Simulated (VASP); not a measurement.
# Ta (I4/mmm) in VASP: further runs

Ta is run at these levels: PBEsol; tasks: single point.

All numbers are computed with VASP 6.6.1; they aren't measurements. Logs are shortened: lines on timing, memory, paths and dates and some standing lists are left out, and cuts for length are marked.

**1. The cell of the first run**

The structure is tetragonal, space group I4/mmm (No. 139). Conventional cell: a = 3.149 Å, b = 3.149 Å, c = 3.359 Å, α = 90.00°, β = 90.00°, γ = 90.00°. Within 3.7 Å of Ta (site symmetry 4/mmm) lie 14 Ta at 2.79 to 3.36 Å.

**2. Single point, PBEsol (biaxial strain in the a-b plane: -4.0 %)**

File INCAR:

```
PREC = Accurate
ENCUT = 520
EDIFF = 1E-7
ISMEAR = 0
SIGMA = 0.1
LREAL = F
LASPH = T
NELM = 80
ALGO = Fast
ISIF = 2
LWAVE = F
LCHARG = F
GGA = PS
NBANDS = 18
```

File KPOINTS:

```
Automatic mesh
0
Gamma
  16 16 16
```

File POSCAR:

```
Ta
1.0
    3.1492628034      0.0000000000      0.0000000000
    0.0000000000      3.1492628034      0.0000000000
    0.0000000000      0.0000000000      3.3592136569
Ta
2
Direct
    0.0000000000      0.0000000000      0.0000000000
    0.5000000000      0.5000000000      0.5000000000
```

Potentials or basis: VASP PAW PBE potentials, release 64 (Ta_pv).

The run is started by

```console
cat potpaw_PBE.64/Ta_pv/POTCAR > POTCAR
mpirun -np 1 vasp_std > vasp.out
```

OUTCAR:

```text
PREC = Accurate
   ENCUT = 520
   EDIFF = 1E-7
   ISMEAR = 0
   LREAL = F
   LASPH = T
   NELM = 80
   ISIF = 2
   GGA = PS

 ion  position               nearest neighbor table
   1  0.000  0.000  0.000-   2 2.79   2 2.79   2 2.79   2 2.79   2 2.79   2 2.79   2 2.79   2 2.79

   2  0.500  0.500  0.500-   1 2.79   1 2.79   1 2.79   1 2.79   1 2.79   1 2.79   1 2.79   1 2.79

  LATTYP: Found a simple tetragonal cell.
 ALAT       =     3.1492628034
 C/A-ratio  =     1.0666666666

  Lattice vectors:

 A1 = (   3.1492628034,   0.0000000000,   0.0000000000)
 A2 = (   0.0000000000,   3.1492628034,   0.0000000000)
 A3 = (   0.0000000000,   0.0000000000,   3.3592136569)

Analysis of symmetry for initial positions (statically):
=====================================================================
 Subroutine PRICEL returns following result:

  LATTYP: Found a body centered tetragonal cell.
 ALAT       =     3.1492628034
 C/A-ratio  =     1.0666666666

  Lattice vectors:

 A1 = (  -1.5746314017,  -1.5746314017,  -1.6796068285)
 A2 = (   1.5746314017,   1.5746314017,  -1.6796068285)
 A3 = (   1.5746314017,  -1.5746314017,   1.6796068285)

   2 primitive cells build up your supercell.

 Routine SETGRP: Setting up the symmetry group for a
 simple tetragonal supercell.

 Subroutine GETGRP returns: Found 16 space group operations
 (whereof 16 operations were pure point group operations)
 out of a pool of 16 trial point group operations.

The static configuration has the point symmetry D_4h.

Analysis of symmetry for dynamics (positions and initial velocities):
=====================================================================
 Subroutine PRICEL returns following result:

  LATTYP: Found a body centered tetragonal cell.
 ALAT       =     3.1492628034
 C/A-ratio  =     1.0666666666

  Lattice vectors:

 A1 = (  -1.5746314017,  -1.5746314017,  -1.6796068285)
 A2 = (   1.5746314017,   1.5746314017,  -1.6796068285)
 A3 = (   1.5746314017,  -1.5746314017,   1.6796068285)

   2 primitive cells build up your supercell.

 Routine SETGRP: Setting up the symmetry group for a
 simple tetragonal supercell.

 Subroutine GETGRP returns: Found 16 space group operations
 (whereof 16 operations were pure point group operations)
 out of a pool of 16 trial point group operations.

The dynamic configuration has the point symmetry D_4h.

 Subroutine INISYM returns: Found 16 space group operations
 (whereof 16 operations are pure point group operations),
 and found     2 'primitive' translations

----------------------------------------------------------------------------------------

                                     Primitive cell

  volume of cell :      16.6581

  direct lattice vectors                    reciprocal lattice vectors
    -1.574631402 -1.574631402 -1.679606828    -0.000000000 -0.317534630 -0.297688716
     1.574631402  1.574631402 -1.679606828     0.317534630  0.000000000 -0.297688716
     1.574631402 -1.574631402  1.679606828     0.317534630 -0.317534630  0.000000000

  length of vectors
     2.789266427  2.789266427  2.789266427     0.435254883  0.435254883  0.449061781

  position of ions in fractional coordinates (direct lattice)
     0.000000000  0.000000000  0.000000000

  ion indices of the primitive-cell ions
   primitive index   ion index
                 1           1

----------------------------------------------------------------------------------------

 KPOINTS: Automatic mesh

Automatic generation of k-mesh.
 Grid dimensions read from file:
 generate k-points for:   16   16   16

 Generating k-lattice:

  Cartesian coordinates                     Fractional coordinates (reciprocal lattice)
     0.019845914  0.000000000  0.000000000     0.062500000  0.000000000  0.000000000
     0.000000000  0.019845914  0.000000000     0.000000000  0.062500000  0.000000000
     0.000000000  0.000000000  0.018605545     0.000000000  0.000000000  0.062500000

  Length of vectors
     0.019845914  0.019845914  0.018605545

  Shift w.r.t. Gamma in fractional coordinates (k-lattice)
     0.000000000  0.000000000  0.000000000

 Subroutine IBZKPT returns following result:
 ===========================================

 Found    405 irreducible k-points:

 Following reciprocal coordinates:
            Coordinates               Weight
  0.000000  0.000000  0.000000      1.000000
  0.062500  0.000000  0.000000      4.000000
  0.125000  0.000000  0.000000      4.000000
  0.187500  0.000000  0.000000      4.000000
  0.250000  0.000000  0.000000      4.000000
  0.312500  0.000000  0.000000      4.000000
[... 16 lines left out ...]
  0.437500  0.125000  0.000000      8.000000
  0.500000  0.125000  0.000000      4.000000
 [... further k-points ...]
   k-points           NKPTS =    405   k-points in BZ     NKDIM =    405   number of bands    NBANDS=     18
   number of dos      NEDOS =    301   number of ions     NIONS =      2
   total plane-waves  NPLWV =  16128
   dimension x,y,z NGX =    24 NGY =   24 NGZ =   28
   dimension x,y,z NGXF=    48 NGYF=   48 NGZF=   56
   ions per type =               2
   NGX,Y,Z   is equivalent  to a cutoff of  12.67, 12.67, 13.86 a.u.
   NGXF,Y,Z  is equivalent  to a cutoff of  25.34, 25.34, 27.71 a.u.
 SYSTEM =  unknown system
   PREC   = accura    normal or accurate (medium, high low for compatibility)
   ISTART =      0    job   : 0-new  1-cont  2-samecut
   ICHARG =      2    charge: 1-file 2-atom 10-const
   ISPIN  =      1    spin polarized calculation?
   LNONCOLLINEAR =      F non collinear calculations
   LSORBIT =      F    spin-orbit coupling
   LASPH  =      T    aspherical Exc in radial PAW
   ENCUT  =  520.0 eV  38.22 Ry    6.18 a.u.   5.86  5.86  6.25*2*pi/ulx,y,z
   NELM   =     80;   NELMIN=  2; NELMDL= -5     # of ELM steps
   EDIFF  = 0.1E-06   stopping-criterion for ELM
   LREAL  =      F    real-space projection
   EDIFFG = 0.1E-05   stopping-criterion for IOM
   NSW    =      0    number of steps for IOM
   IBRION =     -1    ionic relax: 0-MD 1-quasi-New 2-CG
   NFREE  =      0    steps in history (QN), initial steepest desc. (CG)
   ISIF   =      2    stress and relaxation
   ISYM   =      2    0-nonsym 1-usesym 2-fastsym
   POTIM  = 0.5000    time-step for ionic-motion
   TEBEG  =    0.0;   TEEND  =   0.0 temperature during run
   PSTRESS=    0.0 pullay stress
   NELECT =      22.0000    total number of electrons
   NUPDOWN=      -1.0000    fix difference up-down
   EMIN   =  10.00;   EMAX   =-10.00  energy-range for DOS
   EFERMI =   0.00;   METHOD = LEGACY
   ISMEAR =     0;   SIGMA  =   0.10  broadening in eV -4-tet -1-fermi 0-gaus
   EFERMI_NEDOS =   21; number of points for ismear=-14 and -15
   IALGO  =     68    algorithm
   IMIX   =      4    mixing-type and parameters
     AMIX     =   0.40;   BMIX     =  1.00
     AMIX_MAG =   1.60;   BMIX_MAG =  1.00
  volume/ion in A,a.u.               =      16.66       112.41
  Fermi-wavevector in a.u.,A,eV,Ry     =   1.425599  2.693991 27.651545  2.032331
  Thomas-Fermi vector in A             =   2.545966
   LORBIT       =      0    0 simple, 1 ext, 2 COOP (PROOUT), +10 PAW based schemes
   GGA     = PS    functional components
   LHFCALC =     F    Hartree Fock is set to
   AEXX    =    0.0000 exact exchange contribution
   IVDW    =     0    specifies the selected vdW correction
   LEPSILON=     F    determine dielectric tensor
   LRPA    =     F    only Hartree local field effects (RPA)
 non-spin polarized calculation
 RMM-DIIS sequential band-by-band and
 Gauss-broadening in eV      SIGMA  =   0.10
  energy-cutoff  :      520.00
  volume of cell :       33.32
 maximum number of plane-waves:       916
 NGX is ok and might be reduce to    24
   NGX = 11   NGY = 11   NGZ = 13

 number of electron      21.9999997 magnetization

 Free energy of the ion-electron system (eV)
  ---------------------------------------------------
  ext. energy  EPLUGINS =         0.00000000
  ---------------------------------------------------
  free energy    TOTEN  =       -24.98210204 eV

  energy without entropy =      -24.97015843  energy(sigma->0) =      -24.97613023

 E-fermi :   5.9820     XC(G=0): -13.1330

 val. band max:        5.9810171227   @ k =   0.3125   0.2500   0.0000
 cond. band min:       5.9825411122   @ k =   0.1875   0.1250   0.4375
 fundamental gap:      0.0015239895
 Fermi energy:         5.9819972443

 k-point     1 :       0.0000    0.0000    0.0000
  band No.  band energies     occupation
      1     -27.9132      2.00000
      2     -27.7103      2.00000
      3     -27.7103      2.00000
      4     -26.7451      2.00000
      5     -26.7352      2.00000
      6     -26.7352      2.00000
[... 10 lines left out ...]
     17      13.5859      0.00000
     18      14.2858      0.00000

 k-point     2 :       0.0625    0.0000    0.0000
  band No.  band energies     occupation
      1     -27.9017      2.00000
      2     -27.7148      2.00000
      3     -27.7004      2.00000
      4     -26.7601      2.00000
      5     -26.7558      2.00000
      6     -26.7439      2.00000
[... 10 lines left out ...]
     17      13.4738      0.00000
     18      15.6090      0.00000

 k-point     3 :       0.1250    0.0000    0.0000
  band No.  band energies     occupation
      1     -27.8674      2.00000
      2     -27.7263      2.00000
      3     -27.6711      2.00000
      4     -26.8316      2.00000
      5     -26.7876      2.00000
      6     -26.7697      2.00000
[... 10 lines left out ...]
     17      13.1526      0.00000
     18      14.7860      0.00000

 k-point     4 :       0.1875    0.0000    0.0000
  band No.  band energies     occupation
      1     -27.8120      2.00000
      2     -27.7401      2.00000
      3     -27.6237      2.00000
      4     -26.9408      2.00000
      5     -26.8395      2.00000
      6     -26.8120      2.00000
[... 375 lines left out ...]
      4     -27.2804      2.00000
      5     -27.1071      2.00000
      6     -26.9271      2.00000
[... 10 lines left out ...]
     17      11.8351      0.00000
     18      12.5918      0.00000

 k-point    23 :       0.4375    0.1250    0.0000
  band No.  band energies     occupation
      1     -27.8097      2.00000
      2     -27.6453      2.00000
      3     -27.4186      2.00000
      4     -27.2071      2.00000
      5     -27.1886      2.00000
      6     -27.0083      2.00000
[... 10 lines left out ...]
     17      12.0135      0.00000
     18      12.2326      0.00000

 k-point    24 :       0.5000    0.1250    0.0000
  band No.  band energies     occupation
      1     -27.7417      2.00000
      2     -27.7417      2.00000
      3     -27.3123      2.00000
      4     -27.3123      2.00000
      5     -27.0967      2.00000
      6     -27.0967      2.00000
[... 10 lines left out ...]
     17      12.1225      0.00000
     18      12.1225      0.00000

 [... further k-points ...]
[... 5 lines left out ...]
  --------------------------------------------------------------------------------------
  -------------------------------------------------------------------------------------
  Total        3.5890098      3.5890098      1.7553423      0.0000000      0.0000000      0.0000000
  in kB      172.5956272    172.5956272     84.4144845      0.0000000      0.0000000      0.0000000
  external PRESSURE =     143.2019130 kB  Pullay stress =       0.0000000 kB

 VOLUME and BASIS-vectors are now :
 -----------------------------------------------------------------------------
  energy-cutoff  :      520.00
  volume of cell :       33.32
      direct lattice vectors                 reciprocal lattice vectors
     3.149262803  0.000000000  0.000000000     0.317534630  0.000000000  0.000000000
     0.000000000  3.149262803  0.000000000     0.000000000  0.317534630  0.000000000
     0.000000000  0.000000000  3.359213657     0.000000000  0.000000000  0.297688716

 POSITION                                       TOTAL-FORCE (eV/Angst)
 -----------------------------------------------------------------------------------
      0.00000      0.00000      0.00000         0.000000     -0.000000     -0.000000
      1.57463      1.57463      1.67961         0.000000      0.000000      0.000000
 -----------------------------------------------------------------------------------
    total drift:                                0.000000      0.000000     -0.000000

  FREE ENERGIE OF THE ION-ELECTRON SYSTEM (eV)
  ---------------------------------------------------
  free  energy   TOTEN  =       -24.9821020366 eV

  energy  without entropy=      -24.9701584324  energy(sigma->0) =      -24.97613023
```

It took 2.4 min on 1 thread of Intel Xeon Platinum 8259CL at 2.50GHz (Skylake/Cascade Lake), shared host; peak memory 0.3 GiB.

What came out:

- Free energy: -24.9821 eV
- Pressure: 14.3 GPa
- Band gap on the k mesh: zero (band 11 reaches 8.33 eV, above the bottom of band 12 at 4.83 eV)

Levels at points of the mesh, in eV from the Fermi level:
```csv
k point,band 9,band 10,band 11,band 12,band 13,band 14
"(0.00, 0.00, 0.00)",-4.20,0.46,0.46,1.32,3.61,4.80
"(0.50, 0.00, 0.00)",-1.15,-1.15,0.81,0.81,1.47,1.47
"(0.50, 0.50, 0.00)",-2.37,-2.37,2.35,2.35,5.00,5.00
"(0.00, 0.00, 0.50)",-1.38,-1.38,1.67,1.67,1.67,1.67
"(0.50, 0.00, 0.50)",-1.48,-1.48,1.84,1.84,3.53,3.53
"(0.50, 0.50, 0.50)",-1.15,-1.15,-1.15,-1.15,4.98,4.98
```

Caveat: the cell differs from its parent crystal (biaxial strain in the a-b plane: -4.0 %); the PAW data sets were made with another functional, which shifts forces and pressure a little; spin-orbit coupling is left out, which moves the levels of the heavy elements.

**3. Single point, PBEsol (biaxial strain in the a-b plane: -6.0 %, then relaxed in part)**

File INCAR:

```
PREC     = Accurate       # precision mode
ENCUT    = 520            # plane-wave cutoff, eV
EDIFF    = 1E-6           # SCF threshold, eV
ISMEAR   = 0              # smearing method
SIGMA    = 0.1            # smearing width, eV
LREAL    = False          # projectors in reciprocal space
LASPH    = True           # aspherical terms in the spheres
NELM     = 60             # most SCF steps
ALGO     = Fast           # electronic algorithm
ISIF     = 2              # what is computed and relaxed
LWAVE    = False          # write WAVECAR
LCHARG   = False          # write CHGCAR
GGA      = PS             # functional
NBANDS   = 18             # bands
```

File KPOINTS:

```
regular mesh
0
Gamma
  16 16 16
```

File POSCAR:

```
Ta
1.0
    3.0836531617      0.0000000000      0.0000000000
    0.0000000000      3.0836531617      0.0000000000
    0.0000000000      0.0000000000      3.5694588344
Ta
2
Direct
    0.0000000000      0.0000000000      0.0000000000
    0.5000000000      0.5000000000      0.5000000000
```

Potentials or basis: VASP PAW PBE potentials, release 64 (Ta_pv).

The run is started by

```console
cat potpaw_PBE.64/Ta_pv/POTCAR > POTCAR
mpirun -np 1 vasp_std > vasp.out
```

Run time: 1.8 min. Hardware: 1 thread of Intel Xeon Platinum 8259CL at 2.50GHz (Skylake/Cascade Lake), shared host; peak memory 0.31 GiB.

It converged, with:

* Free energy: -24.8808 eV
* Pressure: 11.4 GPa
* Band gap on the k mesh: zero (band 11 reaches 8.53 eV, above the bottom of band 12 at 4.69 eV)

Stress tensor (GPa, compression positive):
```
16.92  0.00  0.00
 0.00 16.92  0.00
 0.00  0.00  0.31
```

Levels at points of the mesh, in eV from the Fermi level:
| k point | band 9 | band 10 | band 11 | band 12 | band 13 | band 14 |
| --- | --- | --- | --- | --- | --- | --- |
| (0.00, 0.00, 0.00) | -4.01 | 0.24 | 0.24 | 2.03 | 2.65 | 5.00 |
| (0.50, 0.00, 0.00) | -1.09 | -1.09 | 0.14 | 0.14 | 1.57 | 1.57 |
| (0.50, 0.50, 0.00) | -2.94 | -2.94 | 2.61 | 2.61 | 5.71 | 5.71 |
| (0.00, 0.00, 0.50) | -1.56 | -1.56 | 1.96 | 1.96 | 1.96 | 1.96 |
| (0.50, 0.00, 0.50) | -1.05 | -1.05 | 1.51 | 1.51 | 2.38 | 2.38 |
| (0.50, 0.50, 0.50) | -1.11 | -1.11 | -1.11 | -1.11 | 3.94 | 3.94 |

Caveat: the cell differs from its parent crystal (biaxial strain in the a-b plane: -6.0 %, then relaxed in part); the PAW data sets were made with another functional, which shifts forces and pressure a little; spin-orbit coupling is left out, which moves the levels of the heavy elements.

**4. Single point, PBEsol (biaxial strain in the a-b plane: -4.0 %, then relaxed in part)**

File INCAR:

```
SYSTEM = Ta
PREC     = Accurate       ! precision mode
ENCUT    = 520            ! plane-wave cutoff, eV
EDIFF    = 1E-6           ! SCF threshold, eV
ISMEAR   = 0              ! smearing method
SIGMA    = 0.1            ! smearing width, eV
LREAL    = .FALSE.        ! projectors in reciprocal space
LASPH    = .TRUE.         ! aspherical terms in the spheres
NELM     = 60             ! most SCF steps
ALGO     = Fast           ! electronic algorithm
ISIF     = 2              ! what is computed and relaxed
LWAVE    = .FALSE.        ! write WAVECAR
LCHARG   = .FALSE.        ! write CHGCAR
GGA      = PS             ! functional
NBANDS   = 18             ! bands
```

File KPOINTS:

```
regular mesh
0
G
  16 16 16
  0 0 0
```

File POSCAR:

```
Ta
1.0
    3.1492628034      0.0000000000      0.0000000000
    0.0000000000      3.1492628034      0.0000000000
    0.0000000000      0.0000000000      3.4550557856
Ta
2
Direct
    0.0000000000      0.0000000000      0.0000000000
    0.5000000000      0.5000000000      0.5000000000
```

The run is started by

```console
cat potpaw_PBE.64/Ta_pv/POTCAR > POTCAR
mpirun -np 1 vasp_std > vasp.out
```

Wall time 1.9 min (1 thread of Intel Xeon Platinum 8259CL at 2.50GHz (Skylake/Cascade Lake), shared host); peak memory 0.31 GiB.

It converged, with:

* Free energy: -25.0075 eV
* Pressure: 7.8 GPa
* Band gap on the k mesh: zero (band 11 reaches 8.09 eV, above the bottom of band 12 at 4.62 eV)

Stress tensor (GPa, compression positive):
```
11.52  0.00  0.00
 0.00 11.52  0.00
 0.00  0.00  0.24
```

Levels at points of the mesh, in eV from the Fermi level:
```csv
k point,band 9,band 10,band 11,band 12,band 13,band 14
"(0.00, 0.00, 0.00)",-3.98,0.39,0.39,1.56,3.24,4.83
"(0.50, 0.00, 0.00)",-1.04,-1.04,0.58,0.58,1.50,1.50
"(0.50, 0.50, 0.00)",-2.49,-2.49,2.33,2.33,5.15,5.15
"(0.00, 0.00, 0.50)",-1.35,-1.35,1.76,1.76,1.76,1.76
"(0.50, 0.00, 0.50)",-1.26,-1.26,1.63,1.63,3.08,3.08
"(0.50, 0.50, 0.50)",-1.11,-1.11,-1.11,-1.11,4.52,4.52
```

Caveat: the cell differs from its parent crystal (biaxial strain in the a-b plane: -4.0 %, then relaxed in part); the PAW data sets were made with another functional, which shifts forces and pressure a little; spin-orbit coupling is left out, which moves the levels of the heavy elements.

**5. Overview**

```csv
cell,further INCAR settings,gap on the mesh (eV),pressure (GPa)
"a = 3.149, b = 3.149, c = 3.359 Å, 2 atoms",ALGO = Fast; EDIFF = 1e-07; NBANDS = 18,none,14.3
"a = 3.084, b = 3.084, c = 3.569 Å, 2 atoms",ALGO = Fast; EDIFF = 1e-06; NBANDS = 18,none,11.4
"a = 3.149, b = 3.149, c = 3.455 Å, 2 atoms",ALGO = Fast; EDIFF = 1e-06; NBANDS = 18,none,7.8
```

Alike in all rows: task single point; level PBEsol; potentials or basis VASP PAW PBE potentials, release 64 (Ta_pv); no spin polarisation; k mesh 16 × 16 × 16; cutoff (eV) 520; smearing gaussian 0.1 eV.

Caveats: the PAW data sets were made with another functional, which shifts forces and pressure a little; spin-orbit coupling is left out, which moves the levels of the heavy elements.

Total energies depend on the potentials used, so only differences within one code and one set of settings carry meaning.
